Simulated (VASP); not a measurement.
# Ta (Pm-3m) in VASP: a series of runs

The runs below take Ta through single point, with LDA.

Program: VASP 6.6.1. These are calculated values, not measurements. Logs are shortened: lines on timing, memory, paths and dates and some standing lists are left out, and cuts for length are marked.

### 1 The cell of the first run

The structure is cubic, space group Pm-3m (No. 221). The conventional cell has a = 2.572 Å, b = 2.572 Å, c = 2.572 Å, α = 90.00°, β = 90.00°, γ = 90.00°. Ta (site symmetry m-3m) has 6 Ta at 2.57 Å within 3.4 Å.

### 2 Single point, LDA (volume scaled by 0.88)

INCAR reads:

```
ALGO = Normal
EDIFF = 1E-6
ENCUT = 520
GGA = CA
ISIF = 2
ISMEAR = -1
LASPH = True
LCHARG = True
LELF = True
LREAL = False
LVHAR = True
LWAVE = False
NBANDS = 12
NELM = 100
PREC = Accurate
SIGMA = 0.1
```

KPOINTS reads:

```
k-points
0
Gamma
  13 13 13
```

POSCAR reads:

```
Ta
1.0
    2.5718004957      0.0000000000      0.0000000000
    0.0000000000      2.5718004957      0.0000000000
    0.0000000000      0.0000000000      2.5718004957
Ta
1
Direct
    0.0000000000      0.0000000000      0.0000000000
```

Potentials or basis: VASP PAW LDA potentials, release 64 (Ta_pv).

The run is started by

```bash
$ cat potpaw_LDA.64/Ta_pv/POTCAR > POTCAR
$ mpirun -np 1 vasp_std > vasp.out
```

OUTCAR:

```text
EDIFF = 1E-6
   ENCUT = 520
   GGA = CA
   ISIF = 2
   ISMEAR = -1
   LASPH = True
   LREAL = False
   NELM = 100
   PREC = Accurate

 ion  position               nearest neighbor table
   1  0.000  0.000  0.000-

  LATTYP: Found a simple cubic cell.
 ALAT       =     2.5718004957

  Lattice vectors:

 A1 = (   2.5718004957,   0.0000000000,   0.0000000000)
 A2 = (   0.0000000000,   2.5718004957,   0.0000000000)
 A3 = (   0.0000000000,   0.0000000000,   2.5718004957)

Analysis of symmetry for initial positions (statically):
=====================================================================
 Subroutine PRICEL returns:
 Original cell was already a primitive cell.

 Routine SETGRP: Setting up the symmetry group for a
 simple cubic supercell.

 Subroutine GETGRP returns: Found 48 space group operations
 (whereof 48 operations were pure point group operations)
 out of a pool of 48 trial point group operations.

The static configuration has the point symmetry O_h .

Analysis of symmetry for dynamics (positions and initial velocities):
=====================================================================
 Subroutine PRICEL returns:
 Original cell was already a primitive cell.

 Routine SETGRP: Setting up the symmetry group for a
 simple cubic supercell.

 Subroutine GETGRP returns: Found 48 space group operations
 (whereof 48 operations were pure point group operations)
 out of a pool of 48 trial point group operations.

The dynamic configuration has the point symmetry O_h .

 Subroutine INISYM returns: Found 48 space group operations
 (whereof 48 operations are pure point group operations),
 and found     1 'primitive' translations

----------------------------------------------------------------------------------------

                                     Primitive cell

  volume of cell :      17.0103

  direct lattice vectors                    reciprocal lattice vectors
     2.571800496  0.000000000  0.000000000     0.388832649  0.000000000  0.000000000
     0.000000000  2.571800496  0.000000000     0.000000000  0.388832649  0.000000000
     0.000000000  0.000000000  2.571800496     0.000000000  0.000000000  0.388832649

  length of vectors
     2.571800496  2.571800496  2.571800496     0.388832649  0.388832649  0.388832649

  position of ions in fractional coordinates (direct lattice)
     0.000000000  0.000000000  0.000000000

  ion indices of the primitive-cell ions
   primitive index   ion index
                 1           1

----------------------------------------------------------------------------------------

 KPOINTS: k-points

Automatic generation of k-mesh.
 Grid dimensions read from file:
 generate k-points for:   13   13   13

 Generating k-lattice:

  Cartesian coordinates                     Fractional coordinates (reciprocal lattice)
     0.029910204  0.000000000  0.000000000     0.076923077  0.000000000  0.000000000
     0.000000000  0.029910204  0.000000000     0.000000000  0.076923077  0.000000000
     0.000000000  0.000000000  0.029910204     0.000000000  0.000000000  0.076923077

  Length of vectors
     0.029910204  0.029910204  0.029910204

  Shift w.r.t. Gamma in fractional coordinates (k-lattice)
     0.000000000  0.000000000  0.000000000

 Subroutine IBZKPT returns following result:
 ===========================================

 Found     84 irreducible k-points:

 Following reciprocal coordinates:
            Coordinates               Weight
  0.000000  0.000000  0.000000      1.000000
  0.076923  0.000000  0.000000      6.000000
  0.153846  0.000000  0.000000      6.000000
  0.230769  0.000000  0.000000      6.000000
  0.307692  0.000000  0.000000      6.000000
  0.384615  0.000000  0.000000      6.000000
[... 16 lines left out ...]
  0.307692  0.307692  0.000000     12.000000
  0.384615  0.307692  0.000000     24.000000
 [... further k-points ...]
   k-points           NKPTS =     84   k-points in BZ     NKDIM =     84   number of bands    NBANDS=     12
   number of dos      NEDOS =    301   number of ions     NIONS =      1
   total plane-waves  NPLWV =   8000
   dimension x,y,z NGX =    20 NGY =   20 NGZ =   20
   dimension x,y,z NGXF=    40 NGYF=   40 NGZF=   40
   ions per type =               1
   NGX,Y,Z   is equivalent  to a cutoff of  12.93, 12.93, 12.93 a.u.
   NGXF,Y,Z  is equivalent  to a cutoff of  25.86, 25.86, 25.86 a.u.
 SYSTEM =  unknown system
   PREC   = accura    normal or accurate (medium, high low for compatibility)
   ISTART =      0    job   : 0-new  1-cont  2-samecut
   ICHARG =      2    charge: 1-file 2-atom 10-const
   ISPIN  =      1    spin polarized calculation?
   LNONCOLLINEAR =      F non collinear calculations
   LSORBIT =      F    spin-orbit coupling
   LASPH  =      T    aspherical Exc in radial PAW
   ENCUT  =  520.0 eV  38.22 Ry    6.18 a.u.   4.78  4.78  4.78*2*pi/ulx,y,z
   NELM   =    100;   NELMIN=  2; NELMDL= -5     # of ELM steps
   EDIFF  = 0.1E-05   stopping-criterion for ELM
   LREAL  =      F    real-space projection
   EDIFFG = 0.1E-04   stopping-criterion for IOM
   NSW    =      0    number of steps for IOM
   IBRION =     -1    ionic relax: 0-MD 1-quasi-New 2-CG
   NFREE  =      0    steps in history (QN), initial steepest desc. (CG)
   ISIF   =      2    stress and relaxation
   ISYM   =      2    0-nonsym 1-usesym 2-fastsym
   POTIM  = 0.5000    time-step for ionic-motion
   TEBEG  =    0.0;   TEEND  =   0.0 temperature during run
   PSTRESS=    0.0 pullay stress
   NELECT =      11.0000    total number of electrons
   NUPDOWN=      -1.0000    fix difference up-down
   EMIN   =  10.00;   EMAX   =-10.00  energy-range for DOS
   EFERMI =   0.00;   METHOD = LEGACY
   ISMEAR =    -1;   SIGMA  =   0.10  broadening in eV -4-tet -1-fermi 0-gaus
   EFERMI_NEDOS =   21; number of points for ismear=-14 and -15
   IALGO  =     38    algorithm
   IMIX   =      4    mixing-type and parameters
     AMIX     =   0.40;   BMIX     =  1.00
     AMIX_MAG =   1.60;   BMIX_MAG =  1.00
  volume/ion in A,a.u.               =      17.01       114.79
  Fermi-wavevector in a.u.,A,eV,Ry     =   1.415691  2.675268 27.268535  2.004181
  Thomas-Fermi vector in A             =   2.537103
   LORBIT       =      0    0 simple, 1 ext, 2 COOP (PROOUT), +10 PAW based schemes
   GGA     = CA    functional components
   LHFCALC =     F    Hartree Fock is set to
   AEXX    =    0.0000 exact exchange contribution
   IVDW    =     0    specifies the selected vdW correction
   LEPSILON=     F    determine dielectric tensor
   LRPA    =     F    only Hartree local field effects (RPA)
 non-spin polarized calculation
  energy-cutoff  :      520.00
  volume of cell :       17.01
 maximum number of plane-waves:       466
 NGX is ok and might be reduce to    20
   NGX =  9   NGY =  9   NGZ =  9

 number of electron      11.0000003 magnetization

 Free energy of the ion-electron system (eV)
  ---------------------------------------------------
  ext. energy  EPLUGINS =         0.00000000
  ---------------------------------------------------
  free energy    TOTEN  =       -11.53376277 eV

  energy without entropy =      -11.50846822  energy(sigma->0) =      -11.52111549

 E-fermi :   5.9832     XC(G=0): -12.9678

 val. band max:        5.9762007291   @ k =   0.3846   0.3077   0.2308
 cond. band min:       5.9952695727   @ k =   0.2308   0.2308   0.0769
 fundamental gap:      0.0190688436
 Fermi energy:         5.9832187117

 k-point     1 :       0.0000    0.0000    0.0000
  band No.  band energies     occupation
      1     -26.7128      2.00000
      2     -26.7128      2.00000
      3     -26.7128      2.00000
      4      -1.9347      2.00000
      5       2.5197      2.00000
      6       2.5197      2.00000
      7      13.4994      0.00000
      8      13.4994      0.00000
      9      13.4994      0.00000
     10      19.7878      0.00000
     11      22.4708      0.00000
     12      22.4708      0.00000

 k-point     2 :       0.0769    0.0000    0.0000
  band No.  band energies     occupation
      1     -26.8491      2.00000
      2     -26.7015      2.00000
      3     -26.7015      2.00000
      4      -1.7113      2.00000
      5       2.5805      2.00000
      6       2.7804      2.00000
      7      13.0447      0.00000
      8      13.0447      0.00000
      9      13.5298      0.00000
     10      19.7855      0.00000
     11      21.4156      0.00000
     12      23.0019      0.00000

 k-point     3 :       0.1538    0.0000    0.0000
  band No.  band energies     occupation
      1     -27.2144      2.00000
      2     -26.6700      2.00000
      3     -26.6700      2.00000
      4      -1.1184      2.00000
      5       2.7534      2.00000
      6       3.5435      2.00000
      7      11.9901      0.00000
      8      11.9901      0.00000
      9      13.6148      0.00000
     10      19.4628      0.00000
     11      19.8227      0.00000
     12      24.2640      0.00000
[... 286 lines left out ...]
 k-point    23 :       0.3077    0.3077    0.0000
  band No.  band energies     occupation
      1     -28.0302      2.00000
      2     -27.9670      2.00000
      3     -26.4470      2.00000
      4       2.1619      2.00000
      5       3.7210      2.00000
      6       8.2092      0.00000
      7       8.7733      0.00000
      8      10.1771      0.00000
      9      10.6508      0.00000
     10      18.6680      0.00000
     11      19.7720      0.00000
     12      21.0323      0.00000

 k-point    24 :       0.3846    0.3077    0.0000
  band No.  band energies     occupation
      1     -28.3715      2.00000
      2     -27.9405      2.00000
      3     -26.4084      2.00000
      4       2.1155      2.00000
      5       3.6553      2.00000
      6       8.5561      0.00000
      7       9.6555      0.00000
      8      10.3208      0.00000
      9      10.6413      0.00000
     10      18.0870      0.00000
     11      19.7798      0.00000
     12      21.7706      0.00000

 [... further k-points ...]
[... 5 lines left out ...]
  --------------------------------------------------------------------------------------
  -------------------------------------------------------------------------------------
  Total        2.9640854      2.9640854      2.9640854      0.0000000      0.0000000      0.0000000
  in kB      279.1833223    279.1833223    279.1833223      0.0000000      0.0000000      0.0000000
  external PRESSURE =     279.1833223 kB  Pullay stress =       0.0000000 kB

 VOLUME and BASIS-vectors are now :
 -----------------------------------------------------------------------------
  energy-cutoff  :      520.00
  volume of cell :       17.01
      direct lattice vectors                 reciprocal lattice vectors
     2.571800496  0.000000000  0.000000000     0.388832649  0.000000000  0.000000000
     0.000000000  2.571800496  0.000000000     0.000000000  0.388832649  0.000000000
     0.000000000  0.000000000  2.571800496     0.000000000  0.000000000  0.388832649

 POSITION                                       TOTAL-FORCE (eV/Angst)
 -----------------------------------------------------------------------------------
      0.00000      0.00000      0.00000         0.000000      0.000000      0.000000
 -----------------------------------------------------------------------------------
    total drift:                                0.000000      0.000000      0.000000

  FREE ENERGIE OF THE ION-ELECTRON SYSTEM (eV)
  ---------------------------------------------------
  free  energy   TOTEN  =       -11.5337627670 eV

  energy  without entropy=      -11.5084682172  energy(sigma->0) =      -11.52111549
```

It took 14 s on 1 thread of Intel Xeon 8259CL, shared host; peak memory 0.13 GiB.

What came out:

```yaml
Free_energy: -11.5338 eV
Pressure: 27.9 GPa
```

Levels at points of the mesh, in eV from the Fermi level:
| k point | band 2 | band 3 | band 4 | band 5 | band 6 | band 7 | band 8 | band 9 | band 10 | band 11 |
| --- | --- | --- | --- | --- | --- | --- | --- | --- | --- | --- |
| (0.00, 0.00, 0.00) | -32.70 | -32.70 | -7.92 | -3.46 | -3.46 | 7.52 | 7.52 | 7.52 | 13.80 | 16.49 |

Caveat: the cell differs from its parent crystal (volume scaled by 0.88); spin-orbit coupling is left out, which moves the levels of the heavy elements.

### 3 Single point, LDA (volume scaled by 0.92)

INCAR reads:

```
SYSTEM = Ta
PREC = Accurate
ENCUT = 520
EDIFF = 1E-6
ISMEAR = -1
SIGMA = 0.1
LREAL = .FALSE.
LASPH = .TRUE.
NELM = 80
ALGO = Normal
ISIF = 2
LWAVE = .FALSE.
LCHARG = .FALSE.
GGA = CA
NBANDS = 12
```

KPOINTS reads:

```
regular mesh
0
G
  13 13 13
  0 0 0
```

POSCAR reads:

```
Ta
1.0
    2.6101912377      0.0000000000      0.0000000000
    0.0000000000      2.6101912377      0.0000000000
    0.0000000000      0.0000000000      2.6101912377
Ta
1
Direct
    0.0000000000      0.0000000000      0.0000000000
```

Potentials or basis: VASP PAW LDA potentials, release 64 (Ta_pv).

The run is started by

```bash
$ cat potpaw_LDA.64/Ta_pv/POTCAR > POTCAR
$ mpirun -np 1 vasp_std > vasp.out
```

OUTCAR:

```text
SYSTEM = Ta
   PREC = Accurate
   ENCUT = 520
   EDIFF = 1E-6
   ISMEAR = -1
   LREAL = .FALSE.
   LASPH = .TRUE.
   NELM = 80
   ISIF = 2
   GGA = CA

 ion  position               nearest neighbor table
   1  0.000  0.000  0.000-

  LATTYP: Found a simple cubic cell.
 ALAT       =     2.6101912377

  Lattice vectors:

 A1 = (   2.6101912377,   0.0000000000,   0.0000000000)
 A2 = (   0.0000000000,   2.6101912377,   0.0000000000)
 A3 = (   0.0000000000,   0.0000000000,   2.6101912377)

[... 529 lines left out ...]
      4       1.9276      2.00000
      5       3.3409      2.00000
      6       7.9616      0.00000
      7       9.1341      0.00000
      8       9.6589      0.00000
      9      10.0597      0.00000
     10      17.2353      0.00000
     11      19.2782      0.00000
     12      20.8385      0.00000

 [... further k-points ...]
[... 5 lines left out ...]
  --------------------------------------------------------------------------------------
  -------------------------------------------------------------------------------------
  Total        1.8671613      1.8671613      1.8671613     -0.0000000      0.0000000     -0.0000000
  in kB      168.2191479    168.2191479    168.2191479     -0.0000000      0.0000000     -0.0000000
  external PRESSURE =     168.2191479 kB  Pullay stress =       0.0000000 kB

 VOLUME and BASIS-vectors are now :
 -----------------------------------------------------------------------------
  energy-cutoff  :      520.00
  volume of cell :       17.78
      direct lattice vectors                 reciprocal lattice vectors
     2.610191238  0.000000000  0.000000000     0.383113691  0.000000000  0.000000000
     0.000000000  2.610191238  0.000000000     0.000000000  0.383113691  0.000000000
     0.000000000  0.000000000  2.610191238     0.000000000  0.000000000  0.383113691

 POSITION                                       TOTAL-FORCE (eV/Angst)
 -----------------------------------------------------------------------------------
      0.00000      0.00000      0.00000         0.000000      0.000000      0.000000
 -----------------------------------------------------------------------------------
    total drift:                               -0.000000      0.000000      0.000000

  FREE ENERGIE OF THE ION-ELECTRON SYSTEM (eV)
  ---------------------------------------------------
  free  energy   TOTEN  =       -11.6409539787 eV

  energy  without entropy=      -11.6148439029  energy(sigma->0) =      -11.62789894
```

Wall time 12 s (1 thread of Intel Xeon 8259CL, shared host); peak memory 0.13 GiB.

Results:

- Free energy: -11.6410 eV
- Pressure: 16.8 GPa

Caveat: the cell differs from its parent crystal (volume scaled by 0.92); spin-orbit coupling is left out, which moves the levels of the heavy elements.

### 4 Single point, LDA (volume scaled by 0.96)

INCAR reads:

```
SYSTEM = Ta
PREC = Accurate
ENCUT = 520
EDIFF = 1E-7
ISMEAR = -1
SIGMA = 0.1
LREAL = .False.
LASPH = .True.
NELM = 60
ALGO = Normal
ISIF = 2
LWAVE = .False.
LCHARG = .True.
LELF = .True.
LVHAR = .True.
NBANDS = 12
```

KPOINTS reads:

```
Automatic mesh
0
Gamma
  13 13 13
  0 0 0
```

POSCAR reads:

```
Ta
1.0
    2.6474847225      0.0000000000      0.0000000000
    0.0000000000      2.6474847225      0.0000000000
    0.0000000000      0.0000000000      2.6474847225
Ta
1
Direct
    0.0000000000      0.0000000000      0.0000000000
```

The run is started by

```bash
$ cat potpaw_LDA.64/Ta_pv/POTCAR > POTCAR
$ mpirun -np 1 vasp_std > vasp.out
```

Run time: 17 s. Hardware: 1 thread of Intel Xeon 8259CL, shared host; peak memory 0.13 GiB.

It converged, with:

* Free energy: -11.6997 eV
* Pressure: 7.8 GPa

Levels at points of the mesh, in eV from the Fermi level:
```tsv
k point	band 3	band 4	band 5	band 6	band 7	band 8	band 9	band 10
(0.00, 0.00, 0.00)	-32.94	-7.59	-3.04	-3.04	6.82	6.82	6.82	13.61
```

Caveat: the cell differs from its parent crystal (volume scaled by 0.96); spin-orbit coupling is left out, which moves the levels of the heavy elements.

### 5 Single point, LDA

This run uses another cell than the first one, of 19.33 Å³/atom, 1.136 times its volume.

INCAR reads:

```
ALGO = Normal
EDIFF = 1E-7
ENCUT = 520
ISIF = 2
ISMEAR = -1
LASPH = T
LCHARG = F
LREAL = F
LWAVE = F
NBANDS = 12
NELM = 60
PREC = Accurate
SIGMA = 0.1
```

KPOINTS reads:

```
k-points
0
Gamma
  12 12 12
```

POSCAR reads:

```
Ta
1.0
    2.6837561437      0.0000000000      0.0000000000
    0.0000000000      2.6837561437      0.0000000000
    0.0000000000      0.0000000000      2.6837561437
Ta
1
Direct
    0.0000000000      0.0000000000      0.0000000000
```

The run is started by

```bash
$ cat potpaw_LDA.64/Ta_pv/POTCAR > POTCAR
$ mpirun -np 1 vasp_std > vasp.out
```

Run time: 17 s. Hardware: 1 thread of Intel Xeon 8259CL, shared host; peak memory 0.13 GiB.

The run converged. Its results:

```yaml
Free_energy: -11.7316 eV
Pressure: 0.6 GPa
```

Levels at points of the mesh, in eV from the Fermi level:
```
           k point  band 2  band 3  band 4  band 5  band 6  band 7  band 8  band 9  band 10  band 11
(0.00, 0.00, 0.00)  -33.02  -33.02   -7.40   -2.83   -2.83    6.55    6.55    6.55    13.56    15.18
(0.50, 0.00, 0.00)  -32.88  -32.88   -3.82   -1.79    0.24    2.46    2.46    6.99    10.89    13.56
(0.50, 0.50, 0.00)  -34.27  -32.76   -4.33   -1.43    3.31    3.31    5.64    5.64     9.39    13.54
(0.50, 0.50, 0.50)  -34.08  -34.08   -2.58   -2.58   -2.58    7.71    9.70    9.70    12.45    12.45
```

Caveat: spin-orbit coupling is left out, which moves the levels of the heavy elements.

### 6 Single point, LDA

This run uses another cell than the first one, of 19.33 Å³/atom, 1.136 times its volume.

INCAR reads:

```
PREC = Accurate
ENCUT = 520
EDIFF = 1E-6
ISMEAR = -1
SIGMA = 0.1
LREAL = False
LASPH = True
NELM = 100
ALGO = Normal
ISIF = 2
LWAVE = False
LCHARG = False
NBANDS = 12
```

KPOINTS reads:

```
regular mesh
0
Gamma
  13 13 13
```

POSCAR is that of step 5.

Potentials or basis: VASP PAW LDA potentials, release 64 (Ta_pv).

The run is started by

```bash
$ cat potpaw_LDA.64/Ta_pv/POTCAR > POTCAR
$ mpirun -np 1 vasp_std > vasp.out
```

Wall time 14 s (1 thread of Intel Xeon 8259CL, shared host); peak memory 0.13 GiB.

It converged, with:

* Free energy: -11.7190 eV
* Pressure: 0.4 GPa

Levels at points of the mesh, in eV from the Fermi level:
```
           k point  band 2  band 3  band 4  band 5  band 6  band 7  band 8  band 9  band 10  band 11
(0.00, 0.00, 0.00)  -33.06  -33.06   -7.43   -2.87   -2.87    6.51    6.51    6.51    13.51    15.15
```

Caveat: spin-orbit coupling is left out, which moves the levels of the heavy elements.

### 7 Overview

```tsv
cell	k mesh	gap on the mesh (eV)	pressure (GPa)
a = 2.572 Å, 1 atom	13 × 13 × 13	none	27.9
a = 2.610 Å, 1 atom	13 × 13 × 13	none	16.8
a = 2.647 Å, 1 atom	13 × 13 × 13	none	7.8
a = 2.684 Å, 1 atom	12 × 12 × 12	none	0.6
a = 2.684 Å, 1 atom	13 × 13 × 13	none	0.4
```

Alike in all rows: task single point; level LDA; potentials or basis VASP PAW LDA potentials, release 64 (Ta_pv); no spin polarisation; cutoff (eV) 520; smearing fermi-dirac 0.1 eV.

Caveats: spin-orbit coupling is left out, which moves the levels of the heavy elements.

Absolute energies hang on the potentials; compare differences alone.
